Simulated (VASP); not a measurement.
Here is a VASP 6.6.1 calculation.

Contents of INCAR:

```
ALGO     = Fast           # electronic algorithm
EDIFF    = 1E-6           # SCF threshold, eV
ENCUT    = 520            # plane-wave cutoff, eV
GGA      = PE             # functional
ISIF     = 2              # what is computed and relaxed
ISMEAR   = 0              # smearing method
LASPH    = True           # aspherical terms in the spheres
LCHARG   = False          # write CHGCAR
LREAL    = False          # projectors in reciprocal space
LWAVE    = False          # write WAVECAR
NBANDS   = 8              # bands
NELM     = 80             # most SCF steps
PREC     = Accurate       # precision mode
SIGMA    = 0.15           # smearing width, eV
```

Contents of KPOINTS:

```
k-points
0
Gamma
  20 20 20
```

The input POSCAR:

```
Al
1.0
    0.0000000000      1.9733805000      1.9733805000
    1.9733805000      0.0000000000      1.9733805000
    1.9733805000      1.9733805000      0.0000000000
Al
1
Direct
    0.0000000000      0.0000000000      0.0000000000
```

Potentials or basis: VASP PAW PBE potentials, release 64 (Al).

Run with:

```console
$ cat potpaw_PBE.64/Al/POTCAR > POTCAR
$ mpirun -np 1 vasp_std > vasp.out
```

What does it give for the pressure?

6.3 GPa.

What does it give for the band gap on the k mesh?

Zero (an odd number of electrons rules out a gap without spin polarisation).

Caveat: the cell differs from its parent crystal (strain -0.025 along x and y, -0.025 along z); the cell stands under pressure.
